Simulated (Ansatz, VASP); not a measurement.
## Ga2O3: VASP beside Ansatz

```xyz
10
Lattice="6.1070 -1.5186 0.0000 6.1070 1.5186 0.0000 -1.3860 0.0000 5.6300" Properties=species:S:1:pos:R:3 pbc="T T T"
Ga    3.2184    0.0000    3.8621
Ga    7.6096    0.0000    1.7679
Ga   10.8240    0.0000    1.1564
Ga    0.0041    0.0000    4.4736
O     5.1267    0.0000    4.1853
O     5.7013    0.0000    1.4447
O     9.4919    0.0000    2.4592
O     1.3361    0.0000    3.1708
O     8.9710    0.0000    5.0118
O     1.8570    0.0000    0.6182
```

Alike in both runs: task relaxation of cell and atoms; functional PBE; k mesh 9 × 9 × 5; occupations fermi-dirac, width 0.05 eV; no spin polarisation.

|  | VASP | Ansatz |
| --- | --- | --- |
| version | VASP 6.6.1 | Ansatz 0.2.0 |
| potentials or method | VASP PAW PBE potentials, release 64 (Ga, O) | Ansatz PAW |
| plane-wave cutoff (eV) | 580 | 420 |
| valence electrons in the cell | 48 | 88 |

VASP gave:

| Property | Result |
| --- | --- |
| relaxed volume (Å³/atom) | 11.14 |
| relaxed cell length with the largest relative difference (Å) | 5.914 |

Question: Estimate Ansatz's values.

Answer: Relaxed volume (Å³/atom): 10.96; relaxed cell length with the largest relative difference (Å): 5.877.

VASP's potentials hold 48 valence electrons a cell and Ansatz's 88, so a difference there can come from the potentials and not from the codes.

Noted on Ansatz's run: odd divisions of the mesh miss points on the zone boundary, where band edges often lie, so the gap on the mesh can be too wide; the plane-wave basis is chosen anew once the cell has moved, so the energies of steps on either side of that aren't comparable.
